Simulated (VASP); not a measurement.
# Li2Ca: single point with LDA

The system is Li2Ca.

```
CELL_PARAMETERS angstrom
0.00000 4.25003 4.25003
4.25003 0.00000 4.25003
4.25003 4.25003 0.00000
ATOMIC_POSITIONS crystal
Li 0.12500 0.12500 0.12500
Li 0.62500 0.12500 0.12500
Li 0.12500 0.12500 0.62500
Li 0.12500 0.62500 0.12500
Ca 0.50000 0.50000 0.50000
Ca 0.75000 0.75000 0.75000
```

```json
{
  "Program": "VASP 6.6.1",
  "Task": "single point",
  "Functional": "LDA",
  "Potentials or basis": "VASP PAW LDA potentials, release 64 (Li_sv, Ca_sv)",
  "Cutoff": "520 eV",
  "k mesh": "8 × 8 × 8",
  "Occupations": "gaussian, width 0.1 eV",
  "Spin": "no spin polarisation",
  "Dipole correction": "no",
  "Further INCAR settings": "ALGO = Normal; EDIFF = 1e-07; NBANDS = 25"
}
```

* Band gap on the k mesh: zero (band 16 reaches 1.78 eV, above the bottom of band 17 at 1.28 eV)

Levels at points of the mesh, in eV from the Fermi level:
```
           k point  band 12  band 13  band 14  band 15  band 16  band 17  band 18  band 19  band 20  band 21
(0.00, 0.00, 0.00)   -22.73    -3.94     0.14     0.14     0.14     0.39     0.39     0.45     0.87     0.87
(0.50, 0.00, 0.00)   -22.72    -2.78    -2.27     0.08     0.08     0.34     0.51     0.51     0.89     1.23
(0.50, 0.50, 0.00)   -22.71    -2.09    -2.09    -0.83    -0.83    -0.25    -0.25     1.62     1.62     1.85
```

It took 2.5 min on 1 thread of AMD EPYC 9R45 (Zen 5) (shared host), peak memory 0.26 GiB.
